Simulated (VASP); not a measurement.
Write the native input for VASP 6.6.1 that does the following.

```
Task                   : single point
Functional             : PBE
Potentials or basis    : VASP PAW PBE potentials, release 64 (Ca_sv, Al, O)
Cutoff                 : 520 eV
k mesh                 : 3 × 3 × 4
Occupations            : gaussian, width 0.1 eV
Spin                   : no spin polarisation
Dipole correction      : no
Further INCAR settings : ALGO = Normal; EDIFF = 1e-06; NBANDS = 34
```

The structure of Ca4AlO lies in POSCAR:

```
Ca4AlO
1.0
    5.7836273100      0.0000000000      0.0000000000
   -2.8918136500      5.0087681800      0.0000000000
    0.0000000000      0.0000000000      4.3930206700
Ca Al O
4 1 1
Direct
    0.3333333300      0.6666666700      0.0000000000
    0.1676396500      0.3352793100      0.5000000000
    0.6647206900      0.8323603500      0.5000000000
    0.1676396500      0.8323603500      0.5000000000
    0.6666666700      0.3333333300      0.0000000000
    0.0000000000      0.0000000000      0.0000000000
```

The cell was built from a structure type or drawn by symmetry, and may not be a known phase.

These files were run (other wordings do the same):

INCAR

```
SYSTEM = Ca4AlO
ALGO = Normal
EDIFF = 1E-6
ENCUT = 520
GGA = PE
ISIF = 2
ISMEAR = 0
LASPH = .TRUE.
LCHARG = .TRUE.
LELF = .TRUE.
LREAL = .FALSE.
LVHAR = .TRUE.
LWAVE = .FALSE.
NBANDS = 34
NELM = 100
PREC = Accurate
SIGMA = 0.1
```

KPOINTS

```
k-points
0
G
  3 3 4
  0 0 0
```

Potentials or basis: VASP PAW PBE potentials, release 64 (Ca_sv, Al, O).

The run is started by

```sh
$ cat potpaw_PBE.64/Ca_sv/POTCAR potpaw_PBE.64/Al/POTCAR potpaw_PBE.64/O/POTCAR > POTCAR
$ mpirun -np 1 vasp_std > vasp.out
```

It gave:

- Pressure: 10.1 GPa
- Largest force: 4.024 eV/Å
- Band gap on the k mesh: zero (an odd number of electrons rules out a gap without spin polarisation)

Caveat: the k points lie up to 0.42 Å⁻¹ apart, too coarse for converged energies and pressures of a metal; an odd number of electrons without spin polarisation forces a metal; a magnetic or distorted state may lie lower.

It took 40 s on 1 thread of AMD EPYC 9R45 96-Core Processor (Zen 5), with other jobs on the host, peak memory 0.25 GiB.
